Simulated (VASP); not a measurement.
Input of a VASP 6.6.1 run:

File INCAR:

```
SYSTEM = Mo
  PREC = Accurate
  ENCUT = 520
  EDIFF = 1E-6
  ISMEAR = 0
  SIGMA = 0.15
  LREAL = .False.
  LASPH = .True.
  NELM = 100
  ALGO = Fast
  ISIF = 2
  LWAVE = .False.
  LCHARG = .False.
  GGA = PS
  NBANDS = 13
```

Contents of KPOINTS:

```
Automatic mesh
0
Gamma
  22 22 22
  0 0 0
```

The input POSCAR:

```
Mo
1.0
   -1.5081600000      1.5081600000      1.6338400000
    1.5081600000     -1.5081600000      1.6338400000
    1.5081600000      1.5081600000     -1.6338400000
Mo
1
Direct
    0.0000000000      0.0000000000      0.0000000000
```

Potentials or basis: VASP PAW PBE potentials, release 64 (Mo_sv).

The run is started by

```bash
$ cat potpaw_PBE.64/Mo_sv/POTCAR > POTCAR
$ mpirun -np 1 vasp_std > vasp.out
```

(1) Predict the pressure.

(2) What does it give for the band gap on the k mesh?

Answers

(1) 10.6 GPa.

(2) zero (bands 7 and 8 overlap by 5.19 eV).

Caveat: the cell differs from its parent crystal (strain -0.040 along x and y, +0.040 along z); the stress differs along the axes, from -6 to 19 GPa; the PAW data sets were made with another functional, which shifts forces and pressure a little.
